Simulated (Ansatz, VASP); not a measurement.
# One calculation of Sn, two programs

```
Sn
1.0
     4.69310    0.00000    0.00000
    -2.34655    4.06434    0.00000
     0.00000    0.00000    7.71397
Sn
4
Direct
  0.66667 0.33333 0.06260
  0.33333 0.66667 0.56260
  0.66667 0.33333 0.43740
  0.33333 0.66667 0.93740
```

Alike in both runs: functional PBE; k mesh 12 × 12 × 6; occupations gaussian, width 0.01 eV; no spin polarisation.

Ansatz relaxed the structure, and its values are those at the end. VASP's run is a single point on that final structure, the one shown.

|  | VASP | Ansatz |
| --- | --- | --- |
| version | VASP 6.6.1 | Ansatz 0.2.0 |
| potentials or method | VASP PAW PBE potentials, release 64 (Sn_d), cutoff 520 eV | scalar-relativistic, plane waves, PAW |
| valence electrons in the cell | 56 | 56 |

|  | VASP | Ansatz | Ansatz less VASP |
| --- | --- | --- | --- |
| gap on the k mesh at the Fermi level (eV) | none | none | - |
| pressure (GPa) | -0.1 | 0.0 | +0.05 |

A gap of «none» marks a metal or a gap that the smearing closes.
